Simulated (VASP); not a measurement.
Set up this calculation in VASP 6.6.1, as the native input.

```
Task                   : single point
Functional             : LDA
Potentials or basis    : VASP PAW LDA potentials, release 64 (Si, C, H)
Cutoff                 : 520 eV
k mesh                 : 7 × 4 × 1
Occupations            : gaussian, width 0.05 eV
Spin                   : collinear spin
Starting moments       : [0.0, 0.0, 0.0, 0.0, 0.0, 0.0, 0.0, 0.0, 1.0, 0.0] μB
Dipole correction      : yes
Further INCAR settings : ALGO = Normal; EDIFF = 1e-06; NBANDS = 34
```

The structure of Si8HC lies in POSCAR:

```
Si8HC
1.0
    3.8016851341      0.0000000000      0.0000000000
    0.0000000000      6.2886938855      0.0000000000
    0.0000000000      0.0000000000     20.7958973402
Si C H
8 1 1
Direct
    0.0000000000      0.9369639535      0.1923456312
    0.0000000000      0.5630360465      0.1923456312
    0.5000000000      0.4369639535      0.2451181540
    0.5000000000      0.0630360465      0.2451181540
    0.5000000000      0.9330298456      0.3512004366
    0.5000000000      0.5669701544      0.3512004366
    0.0000000000      0.4261576321      0.3941112618
    0.0000000000      0.0738423679      0.3941112618
    0.5000000000      0.5928242987      0.4365010692
    0.5000000000      0.5928242987      0.4890865858
```

The input as run:

INCAR

```
SYSTEM = Si8HC
  PREC = Accurate
  ENCUT = 520
  EDIFF = 1E-6
  ISMEAR = 0
  SIGMA = 0.05
  LREAL = .False.
  LASPH = .True.
  NELM = 150
  ALGO = Normal
  ISIF = 2
  LWAVE = .False.
  LCHARG = .False.
  ISPIN = 2
  MAGMOM = 0 0 0 0 0 0 0 0 1 0
  LORBIT = 11
  LDIPOL = .True.
  IDIPOL = 3
  DIPOL = 0.5 0.5 0.329
  NBANDS = 34
```

KPOINTS

```
regular mesh
0
Gamma
  7 4 1
  0 0 0
```

Potentials or basis: VASP PAW LDA potentials, release 64 (Si, C, H).

Launch:

```console
$ cat potpaw_LDA.64/Si/POTCAR potpaw_LDA.64/C/POTCAR potpaw_LDA.64/H/POTCAR > POTCAR
$ mpirun -np 1 vasp_std > vasp.out
```

It gave:

| Property | Result |
| --- | --- |
| Largest force | 2.080 eV/Å |
| Net moment | 0.00 μB per cell |
| Valence electrons inside the program's atomic spheres | Si 1.66, 1.69, 1.72, 1.71, 1.68 (each value once); C 2.38; H 0.64 |

It took 16 min on 1 thread of Intel Xeon 8259CL (shared host), peak memory 0.62 GiB.
